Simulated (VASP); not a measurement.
# Al (P6_3/mmc) in VASP: notebook

Al is run at these levels: r2SCAN, PBEsol; tasks: single point.

Program: VASP 6.6.1. These are calculated values, not measurements. Logs are shortened: lines on timing, memory, paths and dates and some standing lists are left out, and cuts for length are marked.

## Step 1: The cell of the first run

Symmetry: P6_3/mmc, No. 194, hexagonal system. Conventional cell: a = 2.794 Å, b = 2.794 Å, c = 4.834 Å, α = 90.00°, β = 90.00°, γ = 120.00°. Al (site symmetry -6m2) has 12 Al at 2.79 to 2.91 Å within 3.7 Å.

## Step 2: Single point, r2SCAN

Input file POSCAR:

```
Al
1.0
    2.7935792435      0.0000000000      0.0000000000
   -1.3967896217      2.4193105923      0.0000000000
    0.0000000000      0.0000000000      4.8341855930
Al
2
Direct
    0.3333333333      0.6666666667      0.2500000000
    0.6666666667      0.3333333333      0.7500000000
```

Input file INCAR.step1:

```
  PREC = Accurate
  ENCUT = 520
  ISMEAR = -1
  SIGMA = 0.05
  LREAL = False
  LASPH = True
  NELM = 100
  NBANDS = 10
  GGA = PE
  ALGO = Normal
  EDIFF = 1E-4
  LWAVE = True
  LCHARG = False
```

Input file INCAR.step2:

```
  PREC = Accurate
  ENCUT = 520
  EDIFF = 1E-6
  ISMEAR = -1
  SIGMA = 0.05
  LREAL = False
  LASPH = True
  NELM = 100
  ALGO = Normal
  ISIF = 2
  LWAVE = False
  LCHARG = False
  METAGGA = R2SCAN
  LMIXTAU = True
  NBANDS = 10
  ISTART = 1
```

Input file KPOINTS:

```
regular mesh
0
Gamma
  11 11 6
```

Potentials or basis: VASP PAW PBE potentials, release 64 (Al).

Run with:

```sh
> cat potpaw_PBE.64/Al/POTCAR > POTCAR
> cp INCAR.step1 INCAR
> mpirun -np 1 vasp_std > vasp.out
> cp INCAR.step2 INCAR
> mpirun -np 1 vasp_std > vasp.out
```

OUTCAR:

```text
PREC = Accurate
   ENCUT = 520
   EDIFF = 1E-6
   ISMEAR = -1
   LREAL = False
   LASPH = True
   NELM = 100
   ISIF = 2
   METAGGA = R2SCAN
   ISTART = 1

 ion  position               nearest neighbor table
   1  0.333  0.667  0.250-   2 2.91   2 2.91   2 2.91   2 2.91   2 2.91   2 2.91
   2  0.667  0.333  0.750-   1 2.91   1 2.91   1 2.91   1 2.91   1 2.91   1 2.91

  LATTYP: Found a hexagonal cell.
 ALAT       =     2.7935792435
 C/A-ratio  =     1.7304630267

  Lattice vectors:

 A1 = (   2.7935792435,   0.0000000000,   0.0000000000)
 A2 = (  -1.3967896217,   2.4193105923,   0.0000000000)
 A3 = (   0.0000000000,   0.0000000000,   4.8341855930)

Analysis of symmetry for initial positions (statically):
=====================================================================
 Subroutine PRICEL returns:
 Original cell was already a primitive cell.

 Routine SETGRP: Setting up the symmetry group for a
 hexagonal supercell.

 Subroutine GETGRP returns: Found 24 space group operations
 (whereof 12 operations were pure point group operations)
 out of a pool of 24 trial point group operations.

The static configuration has the point symmetry D_3d.
 The point group associated with its full space group is D_6h.

Analysis of symmetry for dynamics (positions and initial velocities):
=====================================================================
 Subroutine PRICEL returns:
 Original cell was already a primitive cell.

 Routine SETGRP: Setting up the symmetry group for a
 hexagonal supercell.

 Subroutine GETGRP returns: Found 24 space group operations
 (whereof 12 operations were pure point group operations)
 out of a pool of 24 trial point group operations.

The dynamic configuration has the point symmetry D_3d.
 The point group associated with its full space group is D_6h.

 Subroutine INISYM returns: Found 24 space group operations
 (whereof 12 operations are pure point group operations),
 and found     1 'primitive' translations

----------------------------------------------------------------------------------------

                                     Primitive cell

  volume of cell :      32.6720

  direct lattice vectors                    reciprocal lattice vectors
     2.793579243  0.000000000  0.000000000     0.357963714  0.206670446  0.000000000
    -1.396789622  2.419310592  0.000000000     0.000000000  0.413340893  0.000000000
     0.000000000  0.000000000  4.834185593     0.000000000  0.000000000  0.206860076

  length of vectors
     2.793579243  2.793579243  4.834185593     0.413340893  0.413340893  0.206860076

  position of ions in fractional coordinates (direct lattice)
     0.333333333  0.666666667  0.250000000
     0.666666667  0.333333333  0.750000000

  ion indices of the primitive-cell ions
   primitive index   ion index
                 1           1
                 2           2

----------------------------------------------------------------------------------------

 KPOINTS: regular mesh

Automatic generation of k-mesh.
 Grid dimensions read from file:
 generate k-points for:   11   11    6

 Generating k-lattice:

  Cartesian coordinates                     Fractional coordinates (reciprocal lattice)
     0.032542156  0.018788222  0.000000000     0.090909091 -0.000000000  0.000000000
     0.000000000  0.037576445  0.000000000     0.000000000  0.090909091  0.000000000
     0.000000000  0.000000000  0.034476679     0.000000000  0.000000000  0.166666667

  Length of vectors
     0.037576445  0.037576445  0.034476679

  Shift w.r.t. Gamma in fractional coordinates (k-lattice)
     0.000000000  0.000000000  0.000000000

 Subroutine IBZKPT returns following result:
 ===========================================

 Found     64 irreducible k-points:

 Following reciprocal coordinates:
            Coordinates               Weight
  0.000000  0.000000  0.000000      1.000000
  0.090909 -0.000000  0.000000      6.000000
  0.181818 -0.000000  0.000000      6.000000
  0.272727 -0.000000  0.000000      6.000000
  0.363636 -0.000000  0.000000      6.000000
  0.454545 -0.000000  0.000000      6.000000
[... 16 lines left out ...]
  0.090909  0.090909  0.166667     12.000000
  0.181818  0.090909  0.166667     24.000000
 [... further k-points ...]
   k-points           NKPTS =     64   k-points in BZ     NKDIM =     64   number of bands    NBANDS=     10
   number of dos      NEDOS =    301   number of ions     NIONS =      2
   total plane-waves  NPLWV =  20736
   dimension x,y,z NGX =    24 NGY =   24 NGZ =   36
   dimension x,y,z NGXF=    48 NGYF=   48 NGZF=   72
   ions per type =               2
   NGX,Y,Z   is equivalent  to a cutoff of  14.28, 14.28, 12.38 a.u.
   NGXF,Y,Z  is equivalent  to a cutoff of  28.56, 28.56, 24.76 a.u.
 SYSTEM =  unknown system
   PREC   = accura    normal or accurate (medium, high low for compatibility)
   ISTART =      1    job   : 0-new  1-cont  2-samecut
   ICHARG =      0    charge: 1-file 2-atom 10-const
   ISPIN  =      1    spin polarized calculation?
   LNONCOLLINEAR =      F non collinear calculations
   LSORBIT =      F    spin-orbit coupling
   LASPH  =      T    aspherical Exc in radial PAW
   ENCUT  =  520.0 eV  38.22 Ry    6.18 a.u.   5.19  5.19  8.99*2*pi/ulx,y,z
   NELM   =    100;   NELMIN=  2; NELMDL=  0     # of ELM steps
   EDIFF  = 0.1E-05   stopping-criterion for ELM
   LREAL  =      F    real-space projection
   EDIFFG = 0.1E-04   stopping-criterion for IOM
   NSW    =      0    number of steps for IOM
   IBRION =     -1    ionic relax: 0-MD 1-quasi-New 2-CG
   NFREE  =      0    steps in history (QN), initial steepest desc. (CG)
   ISIF   =      2    stress and relaxation
   ISYM   =      2    0-nonsym 1-usesym 2-fastsym
   POTIM  = 0.5000    time-step for ionic-motion
   TEBEG  =    0.0;   TEEND  =   0.0 temperature during run
   PSTRESS=    0.0 pullay stress
   NELECT =       6.0000    total number of electrons
   NUPDOWN=      -1.0000    fix difference up-down
   EMIN   =  10.00;   EMAX   =-10.00  energy-range for DOS
[... 5 lines left out ...]
     AMIX     =   0.40;   BMIX     =  1.00
     AMIX_MAG =   1.60;   BMIX_MAG =  1.00
  volume/ion in A,a.u.               =      16.34       110.24
  Fermi-wavevector in a.u.,A,eV,Ry     =   0.930536  1.758458 11.781252  0.865898
  Thomas-Fermi vector in A             =   2.056935
   LORBIT       =      0    0 simple, 1 ext, 2 COOP (PROOUT), +10 PAW based schemes
   METAGGA = R2SCAN    functional components
   LHFCALC =     F    Hartree Fock is set to
   AEXX    =    0.0000 exact exchange contribution
   IVDW    =     0    specifies the selected vdW correction
   LEPSILON=     F    determine dielectric tensor
   LRPA    =     F    only Hartree local field effects (RPA)
 non-spin polarized calculation
  energy-cutoff  :      520.00
  volume of cell :       32.67
 maximum number of plane-waves:       898
 NGX is ok and might be reduce to    24
   NGX = 11   NGY = 11   NGZ = 17

 number of electron       6.0000000 magnetization

 Free energy of the ion-electron system (eV)
  ---------------------------------------------------
  ext. energy  EPLUGINS =         0.00000000
  ---------------------------------------------------
  free energy    TOTEN  =       -13.39860337 eV

  energy without entropy =      -13.39457341  energy(sigma->0) =      -13.39658839

 E-fermi :   8.1717     XC(G=0): -10.9506

 val. band max:        8.0615823441   @ k =   0.2727   0.1818   0.3333
 cond. band min:       8.2141361871   @ k =   0.4545  -0.0000   0.0000
 fundamental gap:      0.1525538430
 Fermi energy:         8.1717097827

 k-point     1 :       0.0000    0.0000    0.0000
  band No.  band energies     occupation
      1      -3.8001      2.00000
      2       2.7603      2.00000
      3       2.8330      2.00000
      4      19.9967      0.00000
      5      20.5517      0.00000
      6      20.5517      0.00000
      7      20.6008      0.00000
      8      20.6009      0.00000
      9      21.6949      0.00000
     10      24.0826      0.00000

 k-point     2 :       0.0909   -0.0000    0.0000
  band No.  band energies     occupation
      1      -3.5780      2.00000
      2       2.9690      2.00000
      3       3.0475      2.00000
      4      17.1334      0.00000
      5      18.7140      0.00000
      6      19.6413      0.00000
      7      21.0143      0.00000
      8      21.8195      0.00000
      9      22.6726      0.00000
     10      23.2991      0.00000

 k-point     3 :       0.1818   -0.0000    0.0000
  band No.  band energies     occupation
      1      -2.9138      2.00000
      2       3.5953      2.00000
      3       3.6835      2.00000
      4      13.4458      0.00000
      5      17.2185      0.00000
      6      18.0062      0.00000
      7      19.5981      0.00000
      8      19.6367      0.00000
      9      22.2454      0.00000
     10      22.4393      0.00000

 k-point     4 :       0.2727   -0.0000    0.0000
  band No.  band energies     occupation
      1      -1.8141      2.00000
      2       4.6390      2.00000
      3       4.7060      2.00000
      4      10.0365      0.00000
      5      15.5375      0.00000
      6      16.0978      0.00000
      7      16.1529      0.00000
      8      18.1601      0.00000
      9      21.5691      0.00000
     10      22.1035      0.00000

 k-point     5 :       0.3636   -0.0000    0.0000
  band No.  band energies     occupation
      1      -0.2897      2.00000
      2       5.7513      2.00000
      3       6.0980      2.00000
      4       7.3400      2.00000
      5      12.9053      0.00000
      6      13.0487      0.00000
      7      15.3518      0.00000
      8      17.2253      0.00000
      9      20.9338      0.00000
     10      21.2600      0.00000

 k-point     6 :       0.4545   -0.0000    0.0000
  band No.  band energies     occupation
      1       1.6408      2.00000
      2       3.9297      2.00000
      3       7.9457      1.97847
      4       8.2141      0.59948
      5      10.3704      0.00000
      6      10.5025      0.00000
      7      14.9793      0.00000
      8      16.7648      0.00000
      9      20.6152      0.00000
     10      20.8347      0.00000
[... 183 lines left out ...]
 k-point    21 :       0.3636   -0.0000    0.1667
  band No.  band energies     occupation
      1      -0.1075      2.00000
      2       4.1562      2.00000
      3       6.8819      2.00000
      4       8.6127      0.00030
      5      11.1954      0.00000
      6      14.9822      0.00000
      7      15.5104      0.00000
      8      17.3722      0.00000
      9      19.3311      0.00000
     10      20.4796      0.00000

 k-point    22 :       0.4545   -0.0000    0.1667
  band No.  band energies     occupation
      1       1.8186      2.00000
      2       4.0701      2.00000
      3       6.2529      2.00000
      4       8.4010      0.02020
      5      10.4536      0.00000
      6      12.5522      0.00000
      7      15.1378      0.00000
      8      16.9174      0.00000
      9      18.9615      0.00000
     10      20.6880      0.00000

 k-point    23 :       0.0909    0.0909    0.1667
  band No.  band energies     occupation
      1      -2.9487      2.00000
      2       1.4526      2.00000
      3       5.7347      2.00000
      4      15.3472      0.00000
      5      15.7121      0.00000
      6      17.9835      0.00000
      7      19.5930      0.00000
      8      19.6941      0.00000
      9      22.2226      0.00000
     10      22.5866      0.00000

 k-point    24 :       0.1818    0.0909    0.1667
  band No.  band energies     occupation
      1      -2.0678      2.00000
      2       2.3038      2.00000
      3       6.5414      2.00000
      4      11.9916      0.00000
      5      14.0998      0.00000
      6      16.1673      0.00000
      7      18.0726      0.00000
      8      18.9109      0.00000
      9      20.1569      0.00000
     10      21.7853      0.00000

 [... further k-points ...]
[... 5 lines left out ...]
  --------------------------------------------------------------------------------------
  -------------------------------------------------------------------------------------
  Total        0.1122568      0.1122568     -1.1605897      0.0000000      0.0000000      0.0000000
  in kB        5.5048749      5.5048749    -56.9132474      0.0000000      0.0000000      0.0000000
  external PRESSURE =     -15.3011659 kB  Pullay stress =       0.0000000 kB

 VOLUME and BASIS-vectors are now :
 -----------------------------------------------------------------------------
  energy-cutoff  :      520.00
  volume of cell :       32.67
      direct lattice vectors                 reciprocal lattice vectors
     2.793579243  0.000000000  0.000000000     0.357963714  0.206670446  0.000000000
    -1.396789622  2.419310592  0.000000000     0.000000000  0.413340893  0.000000000
     0.000000000  0.000000000  4.834185593     0.000000000  0.000000000  0.206860076

 POSITION                                       TOTAL-FORCE (eV/Angst)
 -----------------------------------------------------------------------------------
     -0.00000      1.61287      1.20855        -0.000000      0.000000      0.000000
      1.39679      0.80644      3.62564         0.000000     -0.000000     -0.000000
 -----------------------------------------------------------------------------------
    total drift:                                0.000000     -0.000000      0.000000

  FREE ENERGIE OF THE ION-ELECTRON SYSTEM (eV)
  ---------------------------------------------------
  free  energy   TOTEN  =       -13.3986033742 eV

  energy  without entropy=      -13.3945734133  energy(sigma->0) =      -13.39658839
```

Run time: 22 s. Hardware: 1 thread of Intel Xeon 6975P-C (Granite Rapids), shared host; peak memory 0.16 GiB.

Results:

```
Free energy            : -13.3986 eV
Pressure               : -1.5 GPa
Band gap on the k mesh : zero (band 3 reaches 11.81 eV, above the bottom of band 4 at 5.06 eV)
```

Caveat: the PAW data sets were made with another functional, which shifts forces and pressure a little.

## Step 3: Single point, r2SCAN

This run uses another cell than the first one, of 16.67 Å³/atom, 1.020 times its volume.

Input file POSCAR:

```
Al
1.0
    2.8124553515      0.0000000000      0.0000000000
   -1.4062276757      2.4356577814      0.0000000000
    0.0000000000      0.0000000000      4.8668500000
Al
2
Direct
    0.3333333333      0.6666666667      0.2500000000
    0.6666666667      0.3333333333      0.7500000000
```

Input file INCAR.step1:

```
SYSTEM = Al
ALGO = Normal ; EDIFF = 1E-4
ENCUT = 520 ; GGA = PE
ISMEAR = -1 ; LASPH = .True.
LCHARG = .False. ; LREAL = .False.
LWAVE = .True. ; NBANDS = 10
NELM = 100 ; PREC = Accurate
SIGMA = 0.05
```

Input file INCAR.step2:

```
SYSTEM = Al
ALGO = Normal ; EDIFF = 1E-6
ENCUT = 520 ; ISIF = 2
ISMEAR = -1 ; ISTART = 1
LASPH = .True. ; LCHARG = .False.
LMIXTAU = .True. ; LREAL = .False.
LWAVE = .False. ; METAGGA = R2SCAN
NBANDS = 10 ; NELM = 100
PREC = Accurate ; SIGMA = 0.05
```

Input file KPOINTS:

```
k-points
0
Gamma
  11 11 6
  0 0 0
```

Potentials or basis: VASP PAW PBE potentials, release 64 (Al).

Run with:

```sh
> cat potpaw_PBE.64/Al/POTCAR > POTCAR
> cp INCAR.step1 INCAR
> mpirun -np 1 vasp_std > vasp.out
> cp INCAR.step2 INCAR
> mpirun -np 1 vasp_std > vasp.out
```

Run time: 22 s. Hardware: 1 thread of Intel Xeon 6975P-C (Granite Rapids), shared host; peak memory 0.16 GiB.

The run converged. Its results:

| Item | Value |
| --- | --- |
| Free energy | -13.3888 eV |
| Pressure | -3.1 GPa |
| Band gap on the k mesh | zero (band 3 reaches 11.57 eV, above the bottom of band 4 at 4.86 eV) |

Stress tensor (GPa, compression positive):
```
-1.25  0.00  0.00
 0.00 -1.25  0.00
 0.00  0.00 -6.86
```

Levels at points of the mesh, in eV from the Fermi level:
| k point | band 1 | band 2 | band 3 | band 4 | band 5 | band 6 | band 7 |
| --- | --- | --- | --- | --- | --- | --- | --- |
| (0.00, 0.00, 0.00) | -11.82 | -5.31 | -5.30 | 11.74 | 12.21 | 12.21 | 12.32 |
| (0.00, 0.00, 0.50) | -10.17 | -10.17 | 2.50 | 2.50 | 13.17 | 13.17 | 13.17 |

Caveat: the PAW data sets were made with another functional, which shifts forces and pressure a little.

## Step 4: Single point, r2SCAN

This run uses another cell than the first one, of 17.00 Å³/atom, 1.041 times its volume.

Input file POSCAR:

```
Al
1.0
    2.8310814264      0.0000000000      0.0000000000
   -1.4155407132      2.4517884355      0.0000000000
    0.0000000000      0.0000000000      4.8990817340
Al
2
Direct
    0.3333333333      0.6666666667      0.2500000000
    0.6666666667      0.3333333333      0.7500000000
```

Input file INCAR.step1:

```
SYSTEM = Al
ALGO     = Normal         ! electronic algorithm
EDIFF    = 1E-4           ! SCF threshold, eV
ENCUT    = 520            ! plane-wave cutoff, eV
GGA      = PE             ! functional
ISMEAR   = -1             ! smearing method
LASPH    = .True.         ! aspherical terms in the spheres
LCHARG   = .False.        ! write CHGCAR
LREAL    = .False.        ! projectors in reciprocal space
LWAVE    = .True.         ! write WAVECAR
NBANDS   = 10             ! bands
NELM     = 80             ! most SCF steps
PREC     = Accurate       ! precision mode
SIGMA    = 0.05           ! smearing width, eV
```

Input file INCAR.step2:

```
SYSTEM = Al
ALGO     = Normal         ! electronic algorithm
EDIFF    = 1E-6           ! SCF threshold, eV
ENCUT    = 520            ! plane-wave cutoff, eV
ISIF     = 2              ! what is computed and relaxed
ISMEAR   = -1             ! smearing method
ISTART   = 1            
LASPH    = .True.         ! aspherical terms in the spheres
LCHARG   = .False.        ! write CHGCAR
LMIXTAU  = .True.       
LREAL    = .False.        ! projectors in reciprocal space
LWAVE    = .False.        ! write WAVECAR
METAGGA  = R2SCAN         ! meta-GGA
NBANDS   = 10             ! bands
NELM     = 80             ! most SCF steps
PREC     = Accurate       ! precision mode
SIGMA    = 0.05           ! smearing width, eV
```

KPOINTS is that of step 3.

Run with:

```sh
> cat potpaw_PBE.64/Al/POTCAR > POTCAR
> cp INCAR.step1 INCAR
> mpirun -np 1 vasp_std > vasp.out
> cp INCAR.step2 INCAR
> mpirun -np 1 vasp_std > vasp.out
```

It took 22 s on 1 thread of Intel Xeon 6975P-C (Granite Rapids), shared host; peak memory 0.16 GiB.

It converged, with:

* Free energy: -13.3727 eV
* Pressure: -4.5 GPa
* Band gap on the k mesh: zero (band 3 reaches 11.33 eV, above the bottom of band 4 at 4.68 eV)

Stress tensor (GPa, compression positive):
```
-2.88  0.00  0.00
 0.00 -2.88  0.00
 0.00  0.00 -7.87
```

Levels at points of the mesh, in eV from the Fermi level:
```csv
k point,band 1,band 2,band 3,band 4,band 5,band 6,band 7
"(0.00, 0.00, 0.00)",-11.67,-5.26,-5.22,11.66,12.04,12.04,12.20
"(0.00, 0.00, 0.50)",-10.04,-10.04,2.48,2.48,13.05,13.05,13.05
```

Caveat: the PAW data sets were made with another functional, which shifts forces and pressure a little.

(Continued in part 2 of 2.)
